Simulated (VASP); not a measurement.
Here is a VASP 6.6.1 calculation.

Contents of INCAR:

```
ALGO = Normal
EDIFF = 1E-6
EDIFFG = -0.03
ENCUT = 600
GGA = PE
IBRION = 2
ISIF = 3
ISMEAR = 0
LASPH = True
LCHARG = False
LREAL = False
LWAVE = False
NELM = 100
NSW = 80
PREC = Accurate
SIGMA = 0.05
```

The input KPOINTS:

```
k-points
0
Gamma
  8 8 6
```

File POSCAR:

```
HfN
1.0
    3.0028631416      0.0000000000      0.0000000000
   -1.5014315708      2.6005557647      0.0000000000
    0.0000000000      0.0000000000      2.9306456519
Hf N
1 1
Direct
    0.0000000000      0.0000000000      0.0000000000
    0.6666666667      0.3333333333      0.5000000000
```

Potentials or basis: VASP PAW PBE potentials, release 64 (Hf_pv, N).

Command:

```sh
$ cat potpaw_PBE.64/Hf_pv/POTCAR potpaw_PBE.64/N/POTCAR > POTCAR
$ mpirun -np 1 vasp_std > vasp.out
```

Q: Predict the relaxed volume.

A: 11.99 Å³/atom.

Q: What does it give for the space group after relaxing (to 0.1 Å)?

A: P-6m2 (No. 187).

Q: Predict the relaxed cell.

A: a = 3.088 Å, b = 3.088 Å, c = 2.904 Å, α = 90.00°, β = 90.00°, γ = 120.00°.

The path:
| step | energy change (eV) | largest force (eV/Å) | pressure (GPa) | volume (Å³) |
| --- | --- | --- | --- | --- |
| 1 | 0.0000 | 0.0000 | 11.31 | 22.89 |
| 2 | 0.0178 | 0.0000 | -13.16 | 25.63 |
| 3 | -0.0700 | 0.0000 | -1.63 | 24.13 |
| 4 | -0.0700 | 0.0000 | -1.42 | 24.11 |
| 5 | -0.0692 | 0.0000 | 1.85 | 23.83 |
| 6 | -0.0718 | 0.0000 | 0.06 | 23.98 |
